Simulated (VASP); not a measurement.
# Hf5C3 in VASP: further runs

The runs below take Hf5C3 through relaxation of cell and atoms, single point, with PBE.

All numbers are computed with VASP 6.6.1; they aren't measurements. Logs are shortened: lines on timing, memory, paths and dates and some standing lists are left out, and cuts for length are marked.

### 1 The cell of the first run

It takes space group Im-3m (No. 229, cubic). Conventional cell: a = 6.416 Å, b = 6.416 Å, c = 6.416 Å, α = 90.00°, β = 90.00°, γ = 90.00°. Hf (site symmetry m-3m) has 8 Hf at 2.78 Å and 6 C at 3.21 Å within 3.7 Å. Within 3.7 Å of Hf (site symmetry -3m) lie 8 Hf at 2.78 to 3.21 Å and 6 C at 2.78 Å. C (site symmetry 4/mmm) has 10 Hf at 2.78 to 3.21 Å and 4 C at 3.21 Å within 3.7 Å.

The cell was built from a structure type or drawn by symmetry, and may not be a known phase.

### 2 Relaxation of cell and atoms, PBE

Contents of INCAR:

```
SYSTEM = Hf5C3
  PREC = Accurate
  ENCUT = 600
  EDIFF = 1E-6
  ISMEAR = 0
  SIGMA = 0.2
  LREAL = .False.
  LASPH = .True.
  NELM = 100
  ALGO = Normal
  ISIF = 3
  LWAVE = .False.
  LCHARG = .False.
  GGA = PE
  IBRION = 2
  NSW = 36
  EDIFFG = -0.08
```

Contents of KPOINTS:

```
Automatic mesh
0
Gamma
  4 4 4
  0 0 0
```

Contents of POSCAR:

```
Hf5C3
1.0
   -3.2081589200      3.2081589200      3.2081589200
    3.2081589200     -3.2081589200      3.2081589200
    3.2081589200      3.2081589200     -3.2081589200
Hf C
5 3
Direct
    0.0000000000      0.0000000000      0.0000000000
    0.0000000000      0.0000000000      0.5000000000
    0.0000000000      0.5000000000      0.0000000000
    0.5000000000      0.0000000000      0.0000000000
    0.5000000000      0.5000000000      0.5000000000
    0.0000000000      0.5000000000      0.5000000000
    0.5000000000      0.5000000000      0.0000000000
    0.5000000000      0.0000000000      0.5000000000
```

Potentials or basis: VASP PAW PBE potentials, release 64 (Hf_pv, C).

Started as:

```
$ cat potpaw_PBE.64/Hf_pv/POTCAR potpaw_PBE.64/C/POTCAR > POTCAR
$ mpirun -np 1 vasp_std > vasp.out
```

OUTCAR:

```text
SYSTEM = Hf5C3
   PREC = Accurate
   ENCUT = 600
   EDIFF = 1E-6
   ISMEAR = 0
   LREAL = .False.
   LASPH = .True.
   NELM = 100
   ISIF = 3
   GGA = PE
   IBRION = 2
   NSW = 36
   EDIFFG = -0.08

 ion  position               nearest neighbor table
   1  0.000  0.000  0.000-   2 2.78   3 2.78   4 2.78   5 2.78   2 2.78   3 2.78   4 2.78   5 2.78

   2  0.000  0.000  0.500-   1 2.78   6 2.78   7 2.78   8 2.78   1 2.78   6 2.78   8 2.78   7 2.78
                             4 3.21   3 3.21   5 3.21   4 3.21   5 3.21   3 3.21
   3  0.000  0.500  0.000-   1 2.78   6 2.78   7 2.78   8 2.78   6 2.78   1 2.78   7 2.78   8 2.78
                             4 3.21   2 3.21   5 3.21   5 3.21   4 3.21   2 3.21
   4  0.500  0.000  0.000-   1 2.78   6 2.78   7 2.78   8 2.78   8 2.78   7 2.78   1 2.78   6 2.78
                             3 3.21   5 3.21   5 3.21   2 3.21   3 3.21   2 3.21
   5  0.500  0.500  0.500-   1 2.78   6 2.78   7 2.78   8 2.78   7 2.78   8 2.78   6 2.78   1 2.78
                             3 3.21   4 3.21   4 3.21   3 3.21   2 3.21   2 3.21
   6  0.000  0.500  0.500-   2 2.78   3 2.78   4 2.78   5 2.78   3 2.78   2 2.78   5 2.78   4 2.78

   7  0.500  0.500  0.000-   2 2.78   3 2.78   4 2.78   5 2.78   5 2.78   4 2.78   3 2.78   2 2.78

   8  0.500  0.000  0.500-   2 2.78   3 2.78   4 2.78   5 2.78   4 2.78   5 2.78   2 2.78   3 2.78

  LATTYP: Found a body centered cubic cell.
 ALAT       =     6.4163178400

  Lattice vectors:

 A1 = (  -3.2081589200,   3.2081589200,   3.2081589200)
 A2 = (   3.2081589200,  -3.2081589200,   3.2081589200)
 A3 = (   3.2081589200,   3.2081589200,  -3.2081589200)

Analysis of symmetry for initial positions (statically):
=====================================================================
 Subroutine PRICEL returns:
 Original cell was already a primitive cell.

 Routine SETGRP: Setting up the symmetry group for a
 body centered cubic supercell.

 Subroutine GETGRP returns: Found 48 space group operations
 (whereof 48 operations were pure point group operations)
 out of a pool of 48 trial point group operations.

The static configuration has the point symmetry O_h .

Analysis of symmetry for dynamics (positions and initial velocities):
=====================================================================
 Subroutine PRICEL returns:
 Original cell was already a primitive cell.

 Routine SETGRP: Setting up the symmetry group for a
 body centered cubic supercell.

 Subroutine GETGRP returns: Found 48 space group operations
 (whereof 48 operations were pure point group operations)
 out of a pool of 48 trial point group operations.

The dynamic configuration has the point symmetry O_h .

[... 85 lines left out ...]
   ISTART =      0    job   : 0-new  1-cont  2-samecut
   ICHARG =      2    charge: 1-file 2-atom 10-const
   ISPIN  =      1    spin polarized calculation?
   LNONCOLLINEAR =      F non collinear calculations
   LSORBIT =      F    spin-orbit coupling
   LASPH  =      T    aspherical Exc in radial PAW
   ENCUT  =  600.0 eV  44.10 Ry    6.64 a.u.  11.10 11.10 11.10*2*pi/ulx,y,z
   NELM   =    100;   NELMIN=  2; NELMDL= -5     # of ELM steps
   EDIFF  = 0.1E-05   stopping-criterion for ELM
   LREAL  =      F    real-space projection
   EDIFFG = -.8E-01   stopping-criterion for IOM
   NSW    =     36    number of steps for IOM
   IBRION =      2    ionic relax: 0-MD 1-quasi-New 2-CG
   NFREE  =      1    steps in history (QN), initial steepest desc. (CG)
   ISIF   =      3    stress and relaxation
   ISYM   =      2    0-nonsym 1-usesym 2-fastsym
   POTIM  = 0.5000    time-step for ionic-motion
   TEBEG  =    0.0;   TEEND  =   0.0 temperature during run
   PSTRESS=    0.0 pullay stress
   NELECT =      62.0000    total number of electrons
   NUPDOWN=      -1.0000    fix difference up-down
   EMIN   =  10.00;   EMAX   =-10.00  energy-range for DOS
   EFERMI =   0.00;   METHOD = LEGACY
   ISMEAR =     0;   SIGMA  =   0.20  broadening in eV -4-tet -1-fermi 0-gaus
   EFERMI_NEDOS =   21; number of points for ismear=-14 and -15
   IALGO  =     38    algorithm
   IMIX   =      4    mixing-type and parameters
     AMIX     =   0.40;   BMIX     =  1.00
     AMIX_MAG =   1.60;   BMIX_MAG =  1.00
  volume/ion in A,a.u.               =      16.51       111.41
  Fermi-wavevector in a.u.,A,eV,Ry     =   1.272320  2.404335 22.025070  1.618797
  Thomas-Fermi vector in A             =   2.405204
   LORBIT       =      0    0 simple, 1 ext, 2 COOP (PROOUT), +10 PAW based schemes
   GGA     = PE    functional components
   LHFCALC =     F    Hartree Fock is set to
   AEXX    =    0.0000 exact exchange contribution
   IVDW    =     0    specifies the selected vdW correction
   LEPSILON=     F    determine dielectric tensor
   LRPA    =     F    only Hartree local field effects (RPA)
 conjugate gradient relaxation of ions
 non-spin polarized calculation
 Gauss-broadening in eV      SIGMA  =   0.20
  energy-cutoff  :      600.00
  volume of cell :      132.08
 maximum number of plane-waves:      4422
 NGX is ok and might be reduce to    48
   NGX = 23   NGY = 23   NGZ = 23

--------------------------------------- Ionic step        1  -------------------------------------------

 number of electron      61.9999993 magnetization

 Free energy of the ion-electron system (eV)
  ---------------------------------------------------
  ext. energy  EPLUGINS =         0.00000000
  ---------------------------------------------------
  free energy    TOTEN  =       -70.38895036 eV

  energy without entropy =      -70.27508354  energy(sigma->0) =      -70.33201695

------------------------ aborting loop because EDIFF is reached ----------------------------------------

  FORCE on cell =-STRESS in cart. coord.  units (eV):
  Direction    XX          YY          ZZ          XY          YZ          ZX
  --------------------------------------------------------------------------------------
  -------------------------------------------------------------------------------------
  Total      -12.1988226    -12.1988226    -12.1988226      0.0000000      0.0000000      0.0000000
  in kB     -147.9792716   -147.9792716   -147.9792716      0.0000000      0.0000000      0.0000000
  external PRESSURE =    -147.9792716 kB  Pullay stress =       0.0000000 kB
[... 71 lines left out ...]
--------------------------------------- Ionic step        3  -------------------------------------------

 number of electron      61.9999995 magnetization

 Free energy of the ion-electron system (eV)
  ---------------------------------------------------
  ext. energy  EPLUGINS =         0.00000000
  ---------------------------------------------------
  free energy    TOTEN  =       -71.22700877 eV

  energy without entropy =      -71.10964619  energy(sigma->0) =      -71.16832748

 E-fermi :   5.7745     XC(G=0): -12.1371

 val. band max:        5.7162535796   @ k =   0.5000   0.5000   0.2500
 cond. band min:       5.8286094369   @ k =  -0.2500   0.2500   0.2500
 fundamental gap:      0.1123558573
 Fermi energy:         5.7745011732

 k-point     1 :       0.0000    0.0000    0.0000
  band No.  band energies     occupation
      1     -25.3643      2.00000
      2     -25.3643      2.00000
      3     -25.3643      2.00000
      4     -24.6798      2.00000
      5     -24.6798      2.00000
      6     -24.6798      2.00000
[... 344 lines left out ...]
  FREE ENERGIE OF THE ION-ELECTRON SYSTEM (eV)
  ---------------------------------------------------
  free  energy   TOTEN  =       -71.2270087672 eV

  energy  without entropy=      -71.1096461932  energy(sigma->0) =      -71.16832748

 reached required accuracy - stopping structural energy minimisation
```

CONTCAR:

```text
Hf5C3
   1.00000000000000
    -3.0735079783129300    3.0735079783129300    3.0735079783129300
     3.0735079783129300   -3.0735079783129300    3.0735079783129300
     3.0735079783129300    3.0735079783129300   -3.0735079783129300
  Hf              C
     5     3
Direct
     0.0000000000000000    0.0000000000000000    0.0000000000000000
     0.0000000000000000    0.0000000000000000    0.5000000000000000
     0.0000000000000000    0.5000000000000000    0.0000000000000000
     0.5000000000000000    0.0000000000000000    0.0000000000000000
     0.5000000000000000    0.5000000000000000    0.5000000000000000
     0.0000000000000000    0.5000000000000000    0.5000000000000000
     0.5000000000000000    0.5000000000000000    0.0000000000000000
     0.5000000000000000    0.0000000000000000    0.5000000000000000

  0.00000000E+00  0.00000000E+00  0.00000000E+00
  0.00000000E+00  0.00000000E+00  0.00000000E+00
  0.00000000E+00  0.00000000E+00  0.00000000E+00
  0.00000000E+00  0.00000000E+00  0.00000000E+00
  0.00000000E+00  0.00000000E+00  0.00000000E+00
  0.00000000E+00  0.00000000E+00  0.00000000E+00
  0.00000000E+00  0.00000000E+00  0.00000000E+00
  0.00000000E+00  0.00000000E+00  0.00000000E+00
```

It took 2.5 min on 1 thread of AMD EPYC 7R43 (Zen 3), shared host; peak memory 0.31 GiB.

What came out:

| Quantity | Value |
| --- | --- |
| Free energy | -71.2270 eV |
| Relaxed volume | 14.52 Å³/atom |
| Relaxed cell | a = 5.323 Å, b = 5.323 Å, c = 5.323 Å, α = 109.47°, β = 109.47°, γ = 109.47° |
| Space group after relaxing (to 0.1 Å) | Im-3m (No. 229) |
| Energy gained by relaxing | 104.8 meV/atom |
| Ionic steps | 3 |
| Pressure after relaxing | -0.2 GPa |
| Band gap on the k mesh | zero (bands 31 and 32 overlap by 1.12 eV) |

Step by step:
```csv
step,energy change (eV),largest force (eV/Å),pressure (GPa),volume (Å³)
1,0.0000,0.0000,-14.80,132.08
2,-0.2637,0.0000,18.28,105.02
3,-0.8381,0.0000,-0.22,116.13
```

Final structure:
```
Hf C
1.0
    -3.07351    3.07351    3.07351
     3.07351   -3.07351    3.07351
     3.07351    3.07351   -3.07351
Hf C
5 3
Cartesian
  0.0000 0.0000 0.0000
  1.5368 1.5368 -1.5368
  1.5368 -1.5368 1.5368
  -1.5368 1.5368 1.5368
  1.5368 1.5368 1.5368
  3.0735 0.0000 0.0000
  0.0000 0.0000 3.0735
  0.0000 3.0735 0.0000
```

Caveat: spin-orbit coupling is left out, which moves the levels of the heavy elements.

### 3 Single point, PBE

This run uses another cell than the first one, of 14.60 Å³/atom.

Contents of INCAR:

```
SYSTEM = Hf5C3
PREC = Accurate
ENCUT = 520
EDIFF = 1E-6
ISMEAR = 0
SIGMA = 0.2
LREAL = .False.
LASPH = .True.
NELM = 100
ALGO = Normal
ISIF = 2
LWAVE = .False.
LCHARG = .False.
GGA = PE
NBANDS = 41
```

Contents of KPOINTS:

```
regular mesh
0
Gamma
  4 4 4
  0 0 0
```

Contents of POSCAR:

```
Hf5C3
1.0
   -3.0796677899      3.0796677899      3.0796677899
    3.0796677899     -3.0796677899      3.0796677899
    3.0796677899      3.0796677899     -3.0796677899
Hf C
5 3
Direct
    0.0000000000      0.0000000000      0.0000000000
    0.5000291922      0.5000291922      0.5000291922
    0.0000000000      0.0000000000      0.4999708078
    0.0000000000      0.4999708078      0.0000000000
    0.4999708078      0.0000000000      0.0000000000
    0.0000000000      0.5000000000      0.5000000000
    0.5000000000      0.0000000000      0.5000000000
    0.5000000000      0.5000000000      0.0000000000
```

Potentials or basis: VASP PAW PBE potentials, release 64 (Hf_pv, C).

Started as:

```
$ cat potpaw_PBE.64/Hf_pv/POTCAR potpaw_PBE.64/C/POTCAR > POTCAR
$ mpirun -np 1 vasp_std > vasp.out
```

OUTCAR:

```text
SYSTEM = Hf5C3
   PREC = Accurate
   ENCUT = 520
   EDIFF = 1E-6
   ISMEAR = 0
   LREAL = .False.
   LASPH = .True.
   NELM = 100
   ISIF = 2
   GGA = PE

 ion  position               nearest neighbor table
   1  0.000  0.000  0.000-   2 2.67   3 2.67   4 2.67   5 2.67   2 2.67   3 2.67   4 2.67   5 2.67

   2  0.500  0.500  0.500-   1 2.67   6 2.67   7 2.67   8 2.67   8 2.67   7 2.67   6 2.67   1 2.67
                             4 3.08   5 3.08   5 3.08   4 3.08   3 3.08   3 3.08
   3  0.000  0.000  0.500-   1 2.67   6 2.67   7 2.67   8 2.67   6 2.67   7 2.67   8 2.67   1 2.67
                             2 3.08   4 3.08   4 3.08   5 3.08   2 3.08   5 3.08
   4  0.000  0.500  0.000-   1 2.67   7 2.67   8 2.67   6 2.67   6 2.67   8 2.67   7 2.67   1 2.67
                             2 3.08   3 3.08   3 3.08   5 3.08   2 3.08   5 3.08
   5  0.500  0.000  0.000-   1 2.67   6 2.67   8 2.67   7 2.67   7 2.67   8 2.67   6 2.67   1 2.67
                             2 3.08   3 3.08   4 3.08   4 3.08   2 3.08   3 3.08
   6  0.000  0.500  0.500-   5 2.67   2 2.67   4 2.67   3 2.67   2 2.67   3 2.67   4 2.67   5 2.67

   7  0.500  0.000  0.500-   4 2.67   2 2.67   5 2.67   3 2.67   5 2.67   3 2.67   2 2.67   4 2.67

[... 188 lines left out ...]
  band No.  band energies     occupation
      1     -25.4023      2.00000
      2     -25.4023      2.00000
      3     -25.4023      2.00000
      4     -24.7375      2.00000
      5     -24.7375      2.00000
      6     -24.7375      2.00000
[... 341 lines left out ...]
     40      10.6774      0.00000
     41      11.6849      0.00000

------------------------ aborting loop because EDIFF is reached ----------------------------------------

  FORCE on cell =-STRESS in cart. coord.  units (eV):
  Direction    XX          YY          ZZ          XY          YZ          ZX
  --------------------------------------------------------------------------------------
  -------------------------------------------------------------------------------------
  Total       -0.7762209     -0.7762209     -0.7762209      0.0000000      0.0000000     -0.0000000
  in kB      -10.6444771    -10.6444771    -10.6444771      0.0000000      0.0000000     -0.0000000
  external PRESSURE =     -10.6444771 kB  Pullay stress =       0.0000000 kB

 VOLUME and BASIS-vectors are now :
 -----------------------------------------------------------------------------
  energy-cutoff  :      520.00
  volume of cell :      116.83
      direct lattice vectors                 reciprocal lattice vectors
    -3.079667790  3.079667790  3.079667790     0.000000000  0.162355174  0.162355174
     3.079667790 -3.079667790  3.079667790     0.162355174  0.000000000  0.162355174
     3.079667790  3.079667790 -3.079667790     0.162355174  0.162355174  0.000000000

 POSITION                                       TOTAL-FORCE (eV/Angst)
 -----------------------------------------------------------------------------------
      0.00000      0.00000      0.00000        -0.000000      0.000000      0.000000
      1.53992      1.53992      1.53992        -0.001538     -0.001538     -0.001538
      1.53974      1.53974     -1.53974         0.001538      0.001538     -0.001538
      1.53974     -1.53974      1.53974         0.001538     -0.001538      0.001538
     -1.53974      1.53974      1.53974        -0.001538      0.001538      0.001538
      3.07967      0.00000      0.00000        -0.000000      0.000000      0.000000
      0.00000      3.07967      0.00000        -0.000000      0.000000      0.000000
      0.00000      0.00000      3.07967        -0.000000     -0.000000      0.000000
 -----------------------------------------------------------------------------------
    total drift:                               -0.000000     -0.000000     -0.000000

  FREE ENERGIE OF THE ION-ELECTRON SYSTEM (eV)
  ---------------------------------------------------
  free  energy   TOTEN  =       -71.2151125846 eV

  energy  without entropy=      -71.0983822660  energy(sigma->0) =      -71.15674743
```

stdout:

```text
POSCAR found type information on POSCAR HfC
 POSCAR found :  2 types and       8 ions
 scaLAPACK will be used
 LDA part: xc-table for (Slater+PW92), standard interpolation
 POSCAR, INCAR and KPOINTS ok, starting setup
 FFT: planning ... GRIDC
 FFT: planning ... GRID_SOFT
 FFT: planning ... GRID
 WAVECAR not read
 entering main loop
```

Run time: 21 s. Hardware: 1 thread of Intel Xeon 6975P-C (Granite Rapids), shared host; peak memory 0.24 GiB.

Results:

```yaml
Free_energy: -71.2151 eV
Pressure: -1.1 GPa
Band_gap_on_the_k_mesh: zero (bands 31 and 32 overlap by 1.11 eV)
```

Levels at points of the mesh, in eV from the Fermi level:
| k point | band 28 | band 29 | band 30 | band 31 | band 32 | band 33 |
| --- | --- | --- | --- | --- | --- | --- |
| (0.00, 0.00, 0.00) | -1.43 | -1.43 | -1.43 | 1.06 | 1.06 | 1.06 |
| (0.50, 0.00, 0.00) | -0.66 | -0.61 | -0.35 | -0.32 | 0.52 | 1.43 |
| (0.50, 0.50, 0.50) | -0.42 | -0.42 | -0.42 | 0.74 | 1.72 | 1.72 |

Caveat: the k points lie up to 0.36 Å⁻¹ apart, too coarse for converged energies and pressures of a metal; spin-orbit coupling is left out, which moves the levels of the heavy elements.

### 4 Single point, PBE

This run uses another cell than the first one, of 14.61 Å³/atom.

Contents of INCAR:

```
SYSTEM = Hf5C3
  PREC = Accurate
  ENCUT = 520
  EDIFF = 1E-6
  ISMEAR = 0
  SIGMA = 0.2
  LREAL = .False.
  LASPH = .True.
  NELM = 80
  ALGO = Normal
  ISIF = 2
  LWAVE = .False.
  LCHARG = .True.
  GGA = PE
  LELF = .True.
  LVHAR = .True.
  NBANDS = 41
```

KPOINTS is that of step 3.

Contents of POSCAR:

```
Hf5C3
1.0
   -3.0797461280      3.0797461280      3.0797461280
    3.0797461280     -3.0797461280      3.0797461280
    3.0797461280      3.0797461280     -3.0797461280
Hf C
5 3
Direct
    0.0000000000      0.0000000000      0.0000000000
    0.0000000000      0.0000000000      0.5000000000
    0.0000000000      0.5000000000      0.0000000000
    0.5000000000      0.0000000000      0.0000000000
    0.5000000000      0.5000000000      0.5000000000
    0.0000000000      0.5000000000      0.5000000000
    0.5000000000      0.5000000000      0.0000000000
    0.5000000000      0.0000000000      0.5000000000
```

Started as:

```
$ cat potpaw_PBE.64/Hf_pv/POTCAR potpaw_PBE.64/C/POTCAR > POTCAR
$ mpirun -np 1 vasp_std > vasp.out
```

Run time: 22 s. Hardware: 1 thread of Intel Xeon 6975P-C (Granite Rapids), shared host; peak memory 0.24 GiB.

The run converged. Its results:

| Property | Result |
| --- | --- |
| Free energy | -71.2151 eV |
| Pressure | -1.1 GPa |
| Band gap on the k mesh | zero (bands 31 and 32 overlap by 1.11 eV) |

Levels at points of the mesh, in eV from the Fermi level:
```tsv
k point	band 28	band 29	band 30	band 31	band 32	band 33
(0.00, 0.00, 0.00)	-1.43	-1.43	-1.43	1.06	1.06	1.06
(0.50, 0.00, 0.00)	-0.66	-0.61	-0.35	-0.32	0.52	1.43
(0.50, 0.50, 0.50)	-0.42	-0.42	-0.42	0.74	1.72	1.72
```

Caveat: the k points lie up to 0.36 Å⁻¹ apart, too coarse for converged energies and pressures of a metal; spin-orbit coupling is left out, which moves the levels of the heavy elements.
